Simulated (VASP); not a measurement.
A run of VASP 6.6.1 is set up as follows.

INCAR

```
SYSTEM = TiAl3
PREC = Accurate
ENCUT = 520
EDIFF = 1E-6
ISMEAR = 0
SIGMA = 0.1
LREAL = .False.
LASPH = .True.
NELM = 100
ALGO = Normal
ISIF = 2
LWAVE = .False.
LCHARG = .False.
GGA = PS
NBANDS = 18
```

KPOINTS

```
regular mesh
0
Gamma
  10 10 10
  0 0 0
```

Contents of POSCAR:

```
TiAl3
1.0
    4.0757978367      0.0000000000      0.0000000000
    0.0000000000      4.0757978367      0.0000000000
    0.0000000000      0.0000000000      4.0757978367
Ti Al
1 3
Direct
    0.0000000000      0.0000000000      0.0000000000
    0.5000000000      0.5000000000      0.0000000000
    0.5000000000      0.0000000000      0.5000000000
    0.0000000000      0.5000000000      0.5000000000
```

Potentials or basis: VASP PAW PBE potentials, release 64 (Ti_sv, Al).

Launch:

```sh
$ cat potpaw_PBE.64/Ti_sv/POTCAR potpaw_PBE.64/Al/POTCAR > POTCAR
$ mpirun -np 1 vasp_std > vasp.out
```

(1) What does it give for the pressure?

Results:

(1) -8.8 GPa.

Caveat: the PAW data sets were made with another functional, which shifts forces and pressure a little.
